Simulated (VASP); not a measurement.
Crystal: Lu.

```
Lu
1.0
     0.00000    2.45233    2.45233
     2.45233    0.00000    2.45233
     2.45233    2.45233    0.00000
Lu
1
Direct
  0.00000 0.00000 0.00000
```

This isn't the form of Lu at room conditions, which is hcp.

| Property | Result |
| --- | --- |
| Program | VASP 6.6.1 |
| Task | relaxation of cell and atoms |
| Functional | PBEsol |
| Potentials or basis | VASP PAW PBE potentials, release 64 (Lu) |
| Cutoff | 600 eV |
| k mesh | 11 × 11 × 11 |
| Occupations | fermi-dirac, width 0.1 eV |
| Spin | no spin polarisation |

At the start: pressure -2.9 GPa; volume 29.50 Å³/atom.

Task: Where does the relaxation end?

Result: Over 3 steps the energy falls by 20.4 meV/atom and the volume is 27.42 Å³/atom (-7.0 %); space group Fm-3m (No. 225, to 0.1 Å) before and after.

The path:
| step | energy change (eV) | largest force (eV/Å) | pressure (GPa) | volume (Å³) |
| --- | --- | --- | --- | --- |
| 1 | 0.0000 | 0.0000 | -2.88 | 29.50 |
| 2 | -0.0204 | 0.0000 | 0.25 | 27.29 |
| 3 | -0.0204 | 0.0000 | -0.04 | 27.42 |

Final structure:
```yaml
crystal:
  lattice:
    - [0.00000, 2.39345, 2.39345]
    - [2.39345, 0.00000, 2.39345]
    - [2.39345, 2.39345, 0.00000]
  atoms:
    - { symbol: Lu, position: [0.00000, 0.00000, 0.00000] }
```

Caveat: the PAW data sets were made with another functional, which shifts forces and pressure a little.
